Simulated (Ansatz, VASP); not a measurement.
## Sr2AlO in VASP and in Ansatz

```
Sr Al O
1.0
     5.65079    0.00000    0.00000
    -2.82539    4.89373    0.00000
     0.00000    0.00000    3.66201
Sr Al O
2 1 1
Direct
  0.33333 0.66667 0.96385
  0.66667 0.33333 0.96385
  0.00000 0.00000 0.46382
  0.00000 0.00000 0.96383
```

Alike in both runs: functional PBE; k mesh 6 × 6 × 4; occupations gaussian, width 0.1 eV; no spin polarisation.

Ansatz relaxed the structure, and its values are those at the end. VASP's run is a single point on that final structure, the one shown.

|  | VASP | Ansatz |
| --- | --- | --- |
| version | VASP 6.6.1 | Ansatz 0.2.0 |
| potentials or method | VASP PAW PBE potentials, release 64 (Sr_sv, Al, O), cutoff 520 eV | scalar-relativistic, plane waves, PAW |
| valence electrons in the cell | 29 | 29 |

```tsv
	VASP	Ansatz	Ansatz less VASP
gap on the k mesh at the Fermi level (eV)	none	none	-
pressure (GPa)	0.1	0.1	-0.06
```

A gap of «none» marks a metal or a gap that the smearing closes.

The k mesh is coarse, so the values compare programs but aren't converged.
